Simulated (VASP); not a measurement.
Here is a VASP 6.6.1 calculation.

The input INCAR:

```
PREC = Accurate ; ENCUT = 520
EDIFF = 1E-7 ; ISMEAR = 0
SIGMA = 0.15 ; LREAL = F
LASPH = T ; NELM = 80
ALGO = Normal ; ISIF = 2
LWAVE = F ; LCHARG = F
GGA = CA ; NBANDS = 12
```

KPOINTS

```
regular mesh
0
Gamma
  24 24 24
```

File POSCAR:

```
Cu
1.0
   -1.4080868461      1.4080868461      1.3229377452
    1.4080868461     -1.4080868461      1.3229377452
    1.4080868461      1.4080868461     -1.3229377452
Cu
1
Direct
    0.0000000000      0.0000000000      0.0000000000
```

Potentials or basis: VASP PAW LDA potentials, release 64 (Cu).

The run is started by

```sh
$ cat potpaw_LDA.64/Cu/POTCAR > POTCAR
$ mpirun -np 1 vasp_std > vasp.out
```

(1) Predict the band gap on the k mesh.

(2) What does it give for the pressure?

Results:

(1) zero (an odd number of electrons rules out a gap without spin polarisation).

(2) 9.3 GPa.

Caveat: the cell stands under pressure.
